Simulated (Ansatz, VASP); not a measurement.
Tl: VASP beside Ansatz

```
Tl
1.0
     0.00000    2.46634    2.52800
     2.46634    0.00000    2.52800
     2.46634    2.46634    0.00000
Tl
1
Direct
  0.00000 0.00000 0.00000
```

Change from the starting cell: strain +0.000 along x and y, +0.025 along z, atoms carried along.

Alike in both runs: task single point; functional LDA; k mesh 16 × 16 × 16; occupations gaussian, width 0.15 eV; no spin polarisation.

|  | VASP | Ansatz |
| --- | --- | --- |
| version | VASP 6.6.1 | Ansatz 0.2.0 |
| potentials or method | VASP PAW LDA potentials, release 64 (Tl_d), cutoff 520 eV | scalar-relativistic, plane waves, PAW |
| valence electrons in the cell | 13 | 13 |

|  | VASP | Ansatz | Ansatz less VASP |
| --- | --- | --- | --- |
| gap on the k mesh at the Fermi level (eV) | none | none | - |
| pressure (GPa) | -4.0 | -4.0 | 0.00 |
| traceless stress, the component that is largest in VASP (GPa) | 0.18 | 0.19 | +0.007 |

LDA's correlation is that of Perdew and Zunger in VASP and of Perdew and Wang (1992) in Ansatz. A gap of «none» marks a metal or a gap that the smearing closes.

Spin-orbit coupling is off throughout.
